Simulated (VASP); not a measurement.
Set up this calculation in VASP 6.6.1, as the native input.

* Task: single point
* Functional: PBE
* Potentials or basis: VASP PAW PBE potentials, release 64 (Zn, O, In_d)
* Cutoff: 520 eV
* k mesh: 1 × 1 × 1
* Occupations: fermi-dirac, width 0.05 eV
* Spin: no spin polarisation
* Dipole correction: no
* Further INCAR settings: ALGO = Normal; EDIFF = 1e-06; NBANDS = 134; ISYM = 0

The structure of Zn3In8O15 lies in POSCAR:

```
Zn3In8O15
1.0
    7.1668360000     -0.0632620000      0.0376150000
   -0.0632620000      6.9529050000      0.1854250000
    0.0376150000      0.1854250000      6.9995360000
Zn O In
3 15 8
Direct
    0.2708191190      0.8380820829      0.9831061328
    0.0547898825      0.2245365223      0.2111797688
    0.2265119616      0.0515745184      0.5359464609
    0.4562385382      0.9057885330      0.4551432764
    0.6335908868      0.7450531929      0.0821634449
    0.0180509197      0.4905813211      0.0691525800
    0.1431772308      0.7140960402      0.4099271909
    0.2304030467      0.3385985555      0.6462999479
    0.7543068445      0.1581744819      0.1385347893
    0.0499837092      0.9851072209      0.0493900390
    0.9441355946      0.0537568199      0.6600503921
    0.8145537619      0.6775271899      0.7612787592
    0.6201516357      0.3093840752      0.7735793421
    0.6762548645      0.5061603372      0.3911473407
    0.3706147553      0.2961299204      0.2103310042
    0.9033952881      0.1042411335      0.4525489795
    0.4375999179      0.9898569816      0.8190744998
    0.3314775873      0.5995041310      0.8833796150
    0.6188228473      0.1983662441      0.4168333326
    0.9130722751      0.7403833786      0.2426128244
    0.7368096040      0.4297797100     -0.0022297187
    0.7331940576      0.0124769014      0.8796689346
    0.0734406665      0.5803092883      0.6863834516
    0.3261799798      0.2574669984      0.9196452339
    0.4226817517      0.6141798969      0.2479450807
    0.5424492012      0.6590533698      0.6444921209
```

These files were run (other wordings do the same):

INCAR

```
SYSTEM = Zn3In8O15
  PREC = Accurate
  ENCUT = 520
  EDIFF = 1E-6
  ISMEAR = -1
  SIGMA = 0.05
  LREAL = .False.
  LASPH = .True.
  NELM = 120
  ALGO = Normal
  ISIF = 2
  LWAVE = .False.
  LCHARG = .True.
  GGA = PE
  LELF = .True.
  LVHAR = .True.
  ISYM = 0
  NBANDS = 134
  GGA_COMPAT = .False.
```

KPOINTS

```
regular mesh
0
Gamma
  1 1 1
  0 0 0
```

Potentials or basis: VASP PAW PBE potentials, release 64 (Zn, O, In_d).

Command:

```bash
$ cat potpaw_PBE.64/Zn/POTCAR potpaw_PBE.64/O/POTCAR potpaw_PBE.64/In_d/POTCAR > POTCAR
$ mpirun -np 1 vasp_gam > vasp.out
```

It gave:

```json
{"Pressure": "1.5 GPa", "Largest force": "2.663 eV/Å"}
```

Caveat: the k points lie up to 0.90 Å⁻¹ apart; the atoms stand as in a frame of molecular dynamics.

Run time: 110 s on 1 thread of Intel(R) Xeon(R) Platinum 8259CL CPU @ 2.50GHz (Skylake/Cascade Lake) (shared host), peak memory 0.36 GiB.
